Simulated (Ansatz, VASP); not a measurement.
## Cd in VASP and in Ansatz

Contents of INCAR:

```
PREC     = Accurate       # precision mode
ENCUT    = 520            # plane-wave cutoff, eV
EDIFF    = 1E-6           # SCF threshold, eV
ISMEAR   = -1             # smearing method
SIGMA    = 0.01           # smearing width, eV
LREAL    = False          # projectors in reciprocal space
LASPH    = True           # aspherical terms in the spheres
NELM     = 150            # most SCF steps
ALGO     = Normal         # electronic algorithm
ISIF     = 2              # what is computed and relaxed
LWAVE    = False          # write WAVECAR
LCHARG   = False          # write CHGCAR
ISPIN    = 2              # spin polarisation
MAGMOM   = 0.01           # initial moments
LORBIT   = 11             # projections on sites
GGA      = PE             # functional
ISYM     = 0            
NBANDS   = 16             # bands
```

The input KPOINTS:

```
Automatic mesh
0
Gamma
  1 1 1
```

The input POSCAR:

```
Cd
1.0
   14.0000000000      0.0000000000      0.0000000000
    0.0000000000     14.4000000000      0.0000000000
    0.0000000000      0.0000000000     14.8000000000
Cd
1
Direct
    0.5000000000      0.5000000000      0.5000000000
```

Input for Ansatz:

```yaml
crystal:
  lattice:
    - [14.0, 0.0, 0.0]
    - [0.0, 14.4, 0.0]
    - [0.0, 0.0, 14.8]
  atoms:
    - { symbol: Cd, position: [0.5, 0.5, 0.5], spin: 0.01 }
  symmetry: { detect: false, time_reversal: true }
hamiltonian:
  xc: pbe
  pseudopotentials:
    kind: paw
    azcp:
      Cd: "pseudopotentials/Cd.paw.azcp"
basis:
  ecutwfc: 420
  fft_grid_basis: typed
kpoints:
  mp_grid: { grid: [1, 1, 1], shift: [0, 0, 0] }
magnetization:
  spin_polarized: true
scf:
  occupations: { method: fermi_dirac, width: 0.01 }
```

Alike in both runs: task single point; functional PBE; k mesh 1 × 1 × 1; occupations fermi-dirac, width 0.01 eV; collinear spin.

|  | VASP | Ansatz |
| --- | --- | --- |
| version | VASP 6.6.1 | Ansatz 0.2.0 |
| potentials or method | VASP PAW PBE potentials, release 64 (Cd), cutoff 520 eV | plane waves (420 eV) with PAW, scalar-relativistic |
| valence electrons in the cell | 12 | 20 |

|  | VASP | Ansatz | Ansatz less VASP |
| --- | --- | --- | --- |
| gap on the k mesh at the Fermi level (eV) | 4.48 | 4.48 | -0.002 |
| net moment per atom (μB) | 0.00 | 0.00 | 0.000 |

VASP's potentials hold 12 valence electrons a cell and Ansatz's 20, so a difference there can come from the potentials and not from the codes. Ansatz's warnings: seeded moment not kept.
